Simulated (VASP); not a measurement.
# WS2: single point with PBE+D3(BJ)

The system is WS2.

```xyz
6
Lattice="3.1226 0.0000 0.0000 -1.5613 2.7043 0.0000 0.0000 0.0000 12.1789" Properties=species:S:1:pos:R:3 pbc="T T T"
W     0.0000    1.8028    9.1349
W     1.5613    0.9014    3.0440
S     0.0000    1.8028    1.4578
S     1.5613    0.9014    7.5487
S     0.0000    1.8028    4.6302
S     1.5613    0.9014   10.7211
```

- Program: VASP 6.6.1
- Task: single point
- Functional: PBE
- Dispersion: D3(BJ)
- Potentials or basis: VASP PAW PBE potentials, release 64 (W_sv, S)
- Cutoff: 520 eV
- k mesh: 12 × 12 × 4
- Occupations: gaussian, width 0.02 eV
- Spin: no spin polarisation
- Dipole correction: no
- Further INCAR settings: ALGO = Normal; EDIFF = 1e-06; NBANDS = 35

The pressure is 2.1 GPa, the band gap on the k mesh is 0.92 eV (least direct gap 1.98 eV) and the dispersion energy per atom is -0.443 eV.

Forces in eV/Å, atoms in the order of the input:
```
W    0.000  0.000 -0.001
W    0.000  0.000  0.001
S    0.000  0.000 -0.002
S    0.000  0.000 -0.003
S    0.000  0.000  0.003
S    0.000  0.000  0.002
```

Stress tensor (GPa, compression positive):
```
 3.10  0.00  0.00
 0.00  3.10  0.00
 0.00  0.00 -0.03
```

Levels at points of the mesh, in eV from the valence-band top:
| k point | band 22 | band 23 | band 24 | band 25 | band 26 | band 27 | band 28 | band 29 | band 30 | band 31 |
| --- | --- | --- | --- | --- | --- | --- | --- | --- | --- | --- |
| (0.00, 0.00, 0.00) | -2.03 | -2.03 | -1.45 | -1.36 | 0.00 | 2.41 | 2.41 | 2.43 | 2.43 | 2.44 |
| (0.50, 0.00, 0.00) | -2.81 | -1.86 | -1.72 | -1.60 | -1.52 | 2.53 | 2.57 | 2.66 | 3.08 | 3.16 |
| (0.00, 0.00, 0.50) | -2.06 | -2.06 | -2.06 | -0.33 | -0.33 | 2.41 | 2.41 | 2.41 | 2.41 | 2.55 |
| (0.50, 0.00, 0.50) | -2.97 | -1.73 | -1.73 | -1.61 | -1.60 | 2.55 | 2.55 | 2.90 | 2.90 | 3.50 |

Wall time 2.1 min on 1 thread of Intel(R) Xeon(R) 6975P-C (Granite Rapids), on a shared host, peak memory 0.35 GiB.

Caveat: spin-orbit coupling is left out, which moves the levels of the heavy elements. A k mesh can miss the band edges.
